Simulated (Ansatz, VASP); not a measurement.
## Two plane-wave programs on HfO2

```
Hf O
1.0
     5.05980    0.00000    0.00000
     0.00000   10.01720    0.00000
     0.00000    0.00000    5.22760
Hf O
8 16
Direct
  0.74515 0.88454 0.96486
  0.24515 0.61546 0.03514
  0.25485 0.38454 0.53514
  0.75485 0.11546 0.46486
  0.25485 0.11546 0.03514
  0.75485 0.38454 0.96486
  0.74515 0.61546 0.46486
  0.24515 0.88454 0.53514
  0.87051 0.79074 0.62402
  0.37051 0.70926 0.37598
  0.12949 0.29074 0.87598
  0.62949 0.20926 0.12402
  0.12949 0.20926 0.37598
  0.62949 0.29074 0.62402
  0.87051 0.70926 0.12402
  0.37051 0.79074 0.87598
  0.50288 0.97644 0.26172
  0.00288 0.52356 0.73828
  0.49712 0.47644 0.23828
  0.99712 0.02356 0.76172
  0.49712 0.02356 0.73828
  0.99712 0.47644 0.26172
  0.50288 0.52356 0.76172
  0.00288 0.97644 0.23828
```

Alike in both runs: task electric field gradients; functional PBEsol; k mesh 5 × 3 × 5; occupations fermi-dirac, width 0.02 eV; no spin polarisation.

|  | VASP | Ansatz |
| --- | --- | --- |
| version | VASP 6.6.1 | Ansatz 0.2.0 |
| potentials or method | VASP PAW PBE potentials, release 64 (Hf_pv, O) | plane-wave PAW, scalar-relativistic |
| plane-wave cutoff (eV) | 520 | 420 |
| valence electrons in the cell | 176 | 304 |

|  | VASP | Ansatz | Ansatz less VASP |
| --- | --- | --- | --- |
| gap on the k mesh at the Fermi level (eV) | 4.19 | 4.22 | +0.039 |
| pressure (GPa) | -5.4 | -2.2 | +3.20 |
| traceless stress, the component that is largest in VASP (GPa) | -0.26 | -0.30 | -0.044 |
| rms of the force components (eV/Å) | 0.053 | 0.033 | -0.0204 |
| size of Vzz on the site where it differs most (V/Å²) | 94.4 | 107.7 | +13.32 |

VASP's potentials were made for PBE, not for PBEsol, and Ansatz warns of the same on its side. Atom by atom the forces differ by 0.023 eV/Å (rms over components). With one functional, cell and mesh, what is left measures potentials, basis and numerics. VASP's potentials hold 176 valence electrons a cell and Ansatz's 304, so a difference there can come from the potentials and not from the codes.

Spin-orbit coupling is off throughout.
